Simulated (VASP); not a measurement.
Here is a VASP 6.6.1 calculation.

POSCAR

```
Re
1.0
    4.3554152738      0.0000000000      0.0000000000
   -2.1777076369      3.7719002711      0.0000000000
    0.0000000000      0.0000000000      2.7268875601
Re
3
Direct
    1.0000000000      1.0000000000      0.0000000000
    0.3333333333      0.6666666667      0.5000000000
    0.6666666667      0.3333333333      0.5000000000
```

The input INCAR.step1:

```
SYSTEM = Re
PREC = Accurate ; ENCUT = 550
ISMEAR = -1 ; SIGMA = 0.1
LREAL = .FALSE. ; LASPH = .TRUE.
NELM = 120 ; NBANDS = 30
GGA = PE ; ALGO = Normal
EDIFF = 1E-5 ; LWAVE = .TRUE.
LCHARG = .FALSE. ; GGA_COMPAT = .FALSE.
```

INCAR.step2

```
SYSTEM = Re
PREC = Accurate ; ENCUT = 550
EDIFF = 1E-6 ; ISMEAR = -1
SIGMA = 0.1 ; LREAL = .FALSE.
LASPH = .TRUE. ; NELM = 120
ALGO = Normal ; ISIF = 2
LWAVE = .FALSE. ; LCHARG = .FALSE.
METAGGA = R2SCAN ; LMIXTAU = .TRUE.
NBANDS = 30 ; ISTART = 1
GGA_COMPAT = .FALSE.
```

File KPOINTS:

```
Automatic mesh
0
G
  8 8 12
  0 0 0
```

Potentials or basis: VASP PAW PBE potentials, release 64 (Re_sv_GW).

Run with:

```console
$ cat potpaw_PBE.64/Re_sv_GW/POTCAR > POTCAR
$ cp INCAR.step1 INCAR
$ mpirun -np 1 vasp_std > vasp.out
$ cp INCAR.step2 INCAR
$ mpirun -np 1 vasp_std > vasp.out
```

Q: Predict the band gap on the k mesh.

A: Zero (an odd number of electrons rules out a gap without spin polarisation).

Q: Predict the pressure.

A: -2.1 GPa.

Stress tensor (GPa, compression positive):
```
-2.08  0.00  0.00
 0.00 -2.08  0.00
 0.00  0.00 -2.19
```

Caveat: the PAW data sets were made with another functional, which shifts forces and pressure a little; spin-orbit coupling is left out, which moves the levels of the heavy elements.
